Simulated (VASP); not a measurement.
## AlC: single point with PBE

AlC:

```
Al C
1.0
     2.69616    0.00000    0.00000
     0.00000    2.69616    0.00000
     0.00000    0.00000    2.69616
Al C
1 1
Cartesian
  1.3481 1.3481 1.3481
  0.0000 0.0000 0.0000
```

```yaml
Program: VASP 6.6.1
Task: single point
Functional: PBE
Potentials_or_basis: VASP PAW PBE potentials, release 64 (Al, C)
Cutoff: 520 eV
k_mesh: 20 × 20 × 20
Occupations: gaussian, width 0.1 eV
Spin: no spin polarisation
Dipole_correction: no
Further_INCAR_settings: ALGO = Normal; EDIFF = 1e-07; NBANDS = 10
```

```yaml
Pressure: 0.0 GPa
Band_gap_on_the_k_mesh: zero (an odd number of electrons rules out a gap without spin polarisation)
```

Levels at points of the mesh, in eV from the Fermi level:
| k point | band 2 | band 3 | band 4 | band 5 | band 6 | band 7 |
| --- | --- | --- | --- | --- | --- | --- |
| (0.00, 0.00, 0.00) | -0.24 | -0.24 | -0.24 | 3.70 | 5.83 | 5.83 |
| (0.50, 0.00, 0.00) | -9.50 | 1.12 | 1.12 | 6.59 | 8.42 | 9.46 |
| (0.50, 0.50, 0.00) | -6.45 | -6.45 | -1.88 | 2.41 | 10.28 | 10.28 |
| (0.50, 0.50, 0.50) | -3.83 | -3.83 | -3.83 | 1.06 | 1.06 | 1.06 |

It took 50 s on 1 thread of Intel Xeon 8259CL, with other jobs on the host, peak memory 0.16 GiB.

Caveat: an odd number of electrons without spin polarisation forces a metal; a magnetic or distorted state may lie lower.
